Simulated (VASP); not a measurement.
Write the native input for VASP 6.6.1 that does the following.

```yaml
Task: single point
Functional: PBEsol
Potentials_or_basis: VASP PAW PBE potentials, release 64 (Co)
Cutoff: 520 eV
k_mesh: 12 × 12 × 1
Occupations: gaussian, width 0.1 eV
Spin: collinear spin, ferromagnetic start
Starting_moments: "[1.8, 1.8, 1.8, 1.8] μB"
Dipole_correction: yes
Further_INCAR_settings: ALGO = Normal; EDIFF = 1e-06; NBANDS = 30
```

The structure of Co lies in POSCAR:

```
Co
1.0
    2.4564188984      0.0000000000      0.0000000000
   -1.2282094492      2.1273211683      0.0000000000
    0.0000000000      0.0000000000     22.9542611580
Co
4
Direct
    0.3333333333      0.6666666667      0.3703016160
    0.6666666667      0.3333333333      0.4567687884
    0.3333333333      0.6666666667      0.5452798867
    0.6666666667      0.3333333333      0.6289648670
```

These files were run (other wordings do the same):

INCAR

```
ALGO = Normal
DIPOL = 0.5 0.5 0.500
EDIFF = 1E-6
ENCUT = 520
GGA = PS
IDIPOL = 3
ISIF = 2
ISMEAR = 0
ISPIN = 2
LASPH = True
LCHARG = True
LDIPOL = True
LELF = True
LMAXMIX = 4
LORBIT = 11
LREAL = False
LVACPOTAV = True
LVHAR = True
LWAVE = False
MAGMOM = 1.8 1.8 1.8 1.8
NBANDS = 30
NELM = 150
PREC = Accurate
SIGMA = 0.1
```

KPOINTS

```
k-points
0
Gamma
  12 12 1
```

Potentials or basis: VASP PAW PBE potentials, release 64 (Co).

Command:

```sh
$ cat potpaw_PBE.64/Co/POTCAR > POTCAR
$ mpirun -np 1 vasp_std > vasp.out
```

It gave:

```json
{
 "Largest force": "0.454 eV/Å",
 "Net moment": "6.67 μB per cell",
 "Site moments": "Co +1.71, +1.65, +1.64, +1.69 μB",
 "Valence electrons inside the program's atomic spheres": "Co 8.17, 8.34, 8.37, 8.21"
}
```

Caveat: the PAW data sets were made with another functional, which shifts forces and pressure a little.

Run time: 3 min on 1 thread of Intel(R) Xeon(R) 6975P-C (Granite Rapids), with other jobs on the host, peak memory 0.32 GiB.
